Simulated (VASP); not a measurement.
# GaSb (Immm) in VASP: single point with PBEsol-based global hybrid with 25 % exact exchange

Aim: the single point of GaSb with PBEsol-based global hybrid with 25 % exact exchange.

All numbers are computed with VASP 6.6.1; they aren't measurements. Logs are shortened: lines on timing, memory, paths and dates and some standing lists are left out, and cuts for length are marked.

### Step 1. The cell of the first run

The structure is orthorhombic, space group Immm (No. 71). The conventional cell has a = 3.320 Å, b = 4.770 Å, c = 5.604 Å, α = 90.00°, β = 90.00°, γ = 90.00°. Within 3.7 Å of Sb (site symmetry mmm) lie 6 Ga at 2.80 to 2.91 Å and 2 Sb at 3.32 Å. Within 3.7 Å of Ga (site symmetry mmm) lie 6 Sb at 2.80 to 2.91 Å and 2 Ga at 3.32 Å.

### Step 2. Single point, PBEsol-based global hybrid with 25 % exact exchange

POSCAR

```
GaSb
1.0
   -1.6602412867      2.3850133692      2.8021340014
    1.6602412867     -2.3850133692      2.8021340014
    1.6602412867      2.3850133692     -2.8021340014
Sb Ga
1 1
Direct
    0.5000000000      0.5000000000      0.0000000000
    0.0000000000      0.0000000000      0.0000000000
```

INCAR.step1

```
PREC = Accurate
ENCUT = 520
EDIFF = 1E-5
ISMEAR = -1
SIGMA = 0.05
LREAL = F
LASPH = T
NELM = 100
ALGO = Normal
ISIF = 2
LWAVE = T
LCHARG = F
NBANDS = 16
GGA = PE
```

INCAR.step2

```
PREC = Accurate
ENCUT = 520
EDIFF = 1E-7
ISMEAR = -1
SIGMA = 0.05
LREAL = F
LASPH = T
NELM = 100
ALGO = Normal
ISIF = 2
LWAVE = F
LCHARG = F
GGA = PS
LHFCALC = T
AEXX = 0.25
PRECFOCK = Normal
NBANDS = 16
ISTART = 1
```

KPOINTS

```
regular mesh
0
Gamma
  5 5 5
```

Potentials or basis: VASP PAW PBE potentials, release 64 (Sb, Ga_d).

Command:

```bash
> cat potpaw_PBE.64/Sb/POTCAR potpaw_PBE.64/Ga_d/POTCAR > POTCAR
> cp INCAR.step1 INCAR
> mpirun -np 1 vasp_std > vasp.out
> cp INCAR.step2 INCAR
> mpirun -np 1 vasp_std > vasp.out
```

OUTCAR:

```text
PREC = Accurate
   ENCUT = 520
   EDIFF = 1E-7
   ISMEAR = -1
   LREAL = F
   LASPH = T
   NELM = 100
   ISIF = 2
   GGA = PS
   LHFCALC = T
   AEXX = 0.25
   PRECFOCK = Normal
   ISTART = 1

 ion  position               nearest neighbor table
   1  0.500  0.500  0.000-   2 2.80   2 2.80   2 2.91   2 2.91   2 2.91   2 2.91
   2  0.000  0.000  0.000-   1 2.80   1 2.80   1 2.91   1 2.91   1 2.91   1 2.91

  LATTYP: Found a body centered orthorhombic cell.
 ALAT       =     3.3204825734
 B/A-ratio  =     1.4365462348
 C/A-ratio  =     1.6877872053

  Lattice vectors:

 A1 = (  -1.6602412867,   2.3850133692,   2.8021340014)
 A2 = (   1.6602412867,  -2.3850133692,   2.8021340014)
 A3 = (   1.6602412867,   2.3850133692,  -2.8021340014)

Analysis of symmetry for initial positions (statically):
=====================================================================
 Subroutine PRICEL returns:
 Original cell was already a primitive cell.

 Routine SETGRP: Setting up the symmetry group for a
 body centered orthorhombic supercell.

 Subroutine GETGRP returns: Found  8 space group operations
 (whereof  8 operations were pure point group operations)
 out of a pool of  8 trial point group operations.

The static configuration has the point symmetry D_2h.

Analysis of symmetry for dynamics (positions and initial velocities):
=====================================================================
 Subroutine PRICEL returns:
 Original cell was already a primitive cell.

 Routine SETGRP: Setting up the symmetry group for a
 body centered orthorhombic supercell.

 Subroutine GETGRP returns: Found  8 space group operations
 (whereof  8 operations were pure point group operations)
 out of a pool of  8 trial point group operations.

The dynamic configuration has the point symmetry D_2h.

 Subroutine INISYM returns: Found  8 space group operations
 (whereof  8 operations are pure point group operations),
 and found     1 'primitive' translations

----------------------------------------------------------------------------------------

                                     Primitive cell

  volume of cell :      44.3824

  direct lattice vectors                    reciprocal lattice vectors
    -1.660241287  2.385013369  2.802134001     0.000000000  0.209642431  0.178435435
     1.660241287 -2.385013369  2.802134001     0.301161044  0.000000000  0.178435435
     1.660241287  2.385013369 -2.802134001     0.301161044  0.209642431  0.000000000

  length of vectors
     4.036910312  4.036910312  4.036910312     0.275298299  0.350053109  0.366944033

  position of ions in fractional coordinates (direct lattice)
     0.500000000  0.500000000  0.000000000
     0.000000000  0.000000000  0.000000000

  ion indices of the primitive-cell ions
   primitive index   ion index
                 1           1
                 2           2

----------------------------------------------------------------------------------------

 KPOINTS: regular mesh

Automatic generation of k-mesh.
 Grid dimensions read from file:
 generate k-points for:    5    5    5

 Generating k-lattice:

  Cartesian coordinates                     Fractional coordinates (reciprocal lattice)
     0.000000000  0.041928486  0.035687087     0.200000000 -0.000000000  0.000000000
     0.060232209  0.000000000  0.035687087     0.000000000  0.200000000  0.000000000
     0.060232209  0.041928486  0.000000000     0.000000000 -0.000000000  0.200000000

  Length of vectors
     0.055059660  0.070010622  0.073388807

  Shift w.r.t. Gamma in fractional coordinates (k-lattice)
     0.000000000  0.000000000  0.000000000

 Subroutine IBZKPT returns following result:
 ===========================================

 Found     27 irreducible k-points:

 Following reciprocal coordinates:
            Coordinates               Weight
  0.000000  0.000000  0.000000      1.000000
  0.200000  0.000000  0.000000      4.000000
  0.400000  0.000000  0.000000      4.000000
  0.000000  0.200000 -0.000000      4.000000
  0.200000  0.200000 -0.000000      8.000000
  0.400000  0.200000  0.000000      8.000000
[... 16 lines left out ...]
 -0.400000 -0.200000  0.200000      4.000000
 -0.200000 -0.200000  0.200000      2.000000
 [... further k-points ...]
   k-points           NKPTS =     27   k-points in BZ     NKDIM =    125   number of bands    NBANDS=     16
   number of dos      NEDOS =    301   number of ions     NIONS =      2
   total plane-waves  NPLWV =  27000
   dimension x,y,z NGX =    30 NGY =   30 NGZ =   30
   dimension x,y,z NGXF=    60 NGYF=   60 NGZF=   60
   ions per type =               1   1
   NGX,Y,Z   is equivalent  to a cutoff of  12.35, 12.35, 12.35 a.u.
   NGXF,Y,Z  is equivalent  to a cutoff of  24.71, 24.71, 24.71 a.u.
 SYSTEM =  unknown system
   PREC   = accura    normal or accurate (medium, high low for compatibility)
   ISTART =      1    job   : 0-new  1-cont  2-samecut
   ICHARG =      0    charge: 1-file 2-atom 10-const
   ISPIN  =      1    spin polarized calculation?
   LNONCOLLINEAR =      F non collinear calculations
   LSORBIT =      F    spin-orbit coupling
   LASPH  =      T    aspherical Exc in radial PAW
   ENCUT  =  520.0 eV  38.22 Ry    6.18 a.u.   7.51  7.51  7.51*2*pi/ulx,y,z
   NELM   =    100;   NELMIN=  2; NELMDL=  0     # of ELM steps
   EDIFF  = 0.1E-06   stopping-criterion for ELM
   LREAL  =      F    real-space projection
   EDIFFG = 0.1E-05   stopping-criterion for IOM
   NSW    =      0    number of steps for IOM
   IBRION =     -1    ionic relax: 0-MD 1-quasi-New 2-CG
   NFREE  =      0    steps in history (QN), initial steepest desc. (CG)
   ISIF   =      2    stress and relaxation
   ISYM   =      3    0-nonsym 1-usesym 2-fastsym
   POTIM  = 0.5000    time-step for ionic-motion
   TEBEG  =    0.0;   TEEND  =   0.0 temperature during run
   PSTRESS=    0.0 pullay stress
   NELECT =      18.0000    total number of electrons
   NUPDOWN=      -1.0000    fix difference up-down
   EMIN   =  10.00;   EMAX   =-10.00  energy-range for DOS
   EFERMI =   0.00;   METHOD = LEGACY
   ISMEAR =    -1;   SIGMA  =   0.05  broadening in eV -4-tet -1-fermi 0-gaus
   EFERMI_NEDOS =   21; number of points for ismear=-14 and -15
   IALGO  =     38    algorithm
   IMIX   =      1    mixing-type and parameters
     AMIX     =   0.40;   BMIX     =  1.00
     AMIX_MAG =   1.60;   BMIX_MAG =  1.00
  volume/ion in A,a.u.               =      22.19       149.75
  Fermi-wavevector in a.u.,A,eV,Ry     =   1.211794  2.289958 19.979393  1.468444
  Thomas-Fermi vector in A             =   2.347298
   LORBIT       =      0    0 simple, 1 ext, 2 COOP (PROOUT), +10 PAW based schemes
   GGA     = PS    functional components
   LHFCALC =     T    Hartree Fock is set to
   PRECFOCK=normal    Normal, Fast or Accurate (Low or Medium for compatibility)
   ENCUT4O =  -1.0   cutoff for four orbital integrals eV
   NKREDX  =     1    reduce k-point grid by
   NKREDY  =     1    reduce k-point grid by
   NKREDZ  =     1    reduce k-point grid by
   AEXX    =    0.2500 exact exchange contribution
   HFSCREEN=    0.0000 screening length (either q_TF or 0.3 A-1)
   HFSCREENC=   0.0000 screening length for correlation (either q_TF or 0.3 A-1)
   ENCUTFOCK=  -1.0 apply spherical cutoff to Coloumb kernel
   IVDW    =     0    specifies the selected vdW correction
   LEPSILON=     F    determine dielectric tensor
   LRPA    =     F    only Hartree local field effects (RPA)
 non-spin polarized calculation
  energy-cutoff  :      520.00
  volume of cell :       44.38
 maximum number of plane-waves:      1207
 NGX is ok and might be reduce to    30
  NGX = 24; NGY = 24; NGZ = 24

 number of electron      17.9999997 magnetization

 Free energy of the ion-electron system (eV)
  ---------------------------------------------------
  ext. energy  EPLUGINS =         0.00000000
  ---------------------------------------------------
  free energy    TOTEN  =        -9.83169376 eV

  energy without entropy =       -9.82808936  energy(sigma->0) =       -9.82989156

 E-fermi :   7.2760     XC(G=0):  -8.4703

 val. band max:        6.7770766097   @ k =  -0.2000   0.2000   0.2000
 cond. band min:       7.3308927305   @ k =  -0.2000   0.4000  -0.0000
 fundamental gap:      0.5538161208
 Fermi energy:         7.2759509619

 k-point     1 :       0.0000    0.0000    0.0000
  band No.  band energies     occupation
      1     -11.0335      2.00000
      2     -10.9872      2.00000
      3     -10.9785      2.00000
      4     -10.9666      2.00000
      5     -10.9418      2.00000
      6      -7.2012      2.00000
[... 8 lines left out ...]
     15      16.9433      0.00000
     16      17.8721      0.00000

 k-point     2 :       0.2000    0.0000    0.0000
  band No.  band energies     occupation
      1     -11.0337      2.00000
      2     -10.9882      2.00000
      3     -10.9863      2.00000
      4     -10.9618      2.00000
      5     -10.9399      2.00000
      6      -6.7307      2.00000
[... 8 lines left out ...]
     15      16.2647      0.00000
     16      19.2035      0.00000

 k-point     3 :       0.4000    0.0000    0.0000
  band No.  band energies     occupation
      1     -11.0363      2.00000
      2     -10.9973      2.00000
      3     -10.9904      2.00000
      4     -10.9542      2.00000
      5     -10.9362      2.00000
      6      -5.4607      2.00000
[... 8 lines left out ...]
     15      17.0818      0.00000
     16      19.6031      0.00000

 k-point     4 :       0.0000    0.2000   -0.0000
  band No.  band energies     occupation
      1     -11.0071      2.00000
      2     -11.0032      2.00000
      3     -10.9861      2.00000
      4     -10.9582      2.00000
      5     -10.9528      2.00000
      6      -6.4078      2.00000
[... 8 lines left out ...]
     15      15.0286      0.00000
     16      20.3462      0.00000
[... 324 lines left out ...]
 k-point    22 :       0.4000   -0.2000    0.2000
  band No.  band energies     occupation
      1     -11.0432      2.00000
      2     -11.0103      2.00000
      3     -10.9883      2.00000
      4     -10.9472      2.00000
      5     -10.9342      2.00000
      6      -4.8027      2.00000
[... 8 lines left out ...]
     15      18.8455      0.00000
     16      20.0315      0.00000

 k-point    23 :      -0.4000   -0.2000    0.2000
  band No.  band energies     occupation
      1     -11.0412      2.00000
      2     -11.0176      2.00000
      3     -10.9847      2.00000
      4     -10.9462      2.00000
      5     -10.9347      2.00000
      6      -5.2385      2.00000
[... 8 lines left out ...]
     15      19.3813      0.00000
     16      21.0238      0.00000

 k-point    24 :      -0.2000   -0.2000    0.2000
  band No.  band energies     occupation
      1     -11.0338      2.00000
      2     -11.0044      2.00000
      3     -10.9843      2.00000
      4     -10.9553      2.00000
      5     -10.9384      2.00000
      6      -6.4067      2.00000
[... 8 lines left out ...]
     15      17.2957      0.00000
     16      19.5739      0.00000

 [... further k-points ...]

------------------------ aborting loop because EDIFF is reached ----------------------------------------

  FORCE on cell =-STRESS in cart. coord.  units (eV):
  Direction    XX          YY          ZZ          XY          YZ          ZX
  --------------------------------------------------------------------------------------
  -------------------------------------------------------------------------------------
  Total       -0.1658855     -0.2069453     -0.2012093      0.0000000      0.0000000      0.0000000
  in kB       -5.9883628     -7.4705967     -7.2635287      0.0000000      0.0000000      0.0000000
  external PRESSURE =      -6.9074961 kB  Pullay stress =       0.0000000 kB

 VOLUME and BASIS-vectors are now :
 -----------------------------------------------------------------------------
  energy-cutoff  :      520.00
  volume of cell :       44.38
      direct lattice vectors                 reciprocal lattice vectors
    -1.660241287  2.385013369  2.802134001     0.000000000  0.209642431  0.178435435
     1.660241287 -2.385013369  2.802134001     0.301161044  0.000000000  0.178435435
     1.660241287  2.385013369 -2.802134001     0.301161044  0.209642431  0.000000000

 POSITION                                       TOTAL-FORCE (eV/Angst)
 -----------------------------------------------------------------------------------
      0.00000      0.00000      2.80213        -0.000000     -0.000000     -0.000000
      0.00000      0.00000      0.00000         0.000000      0.000000      0.000000
 -----------------------------------------------------------------------------------
    total drift:                               -0.000000     -0.000000     -0.000000

  FREE ENERGIE OF THE ION-ELECTRON SYSTEM (eV)
  ---------------------------------------------------
  free  energy   TOTEN  =        -9.8316937629 eV

  energy  without entropy=       -9.8280893608  energy(sigma->0) =       -9.82989156
```

It took 79 min on 1 thread of AMD EPYC 7R43 (Zen 3), shared host; peak memory 0.2 GiB.

Results:

```yaml
Free_energy: -9.8317 eV
Pressure: -0.7 GPa
Band_gap_on_the_k_mesh: zero (bands 9 and 10 overlap by 6.41 eV)
```

Caveat: the k points lie up to 0.44 Å⁻¹ apart, too coarse for converged energies and pressures of a metal; the PAW data sets were made with another functional, which shifts forces and pressure a little; spin-orbit coupling is left out, which moves the levels of the heavy elements.

The gap in the log of VASP goes by the Fermi energy; the results here count the filled bands.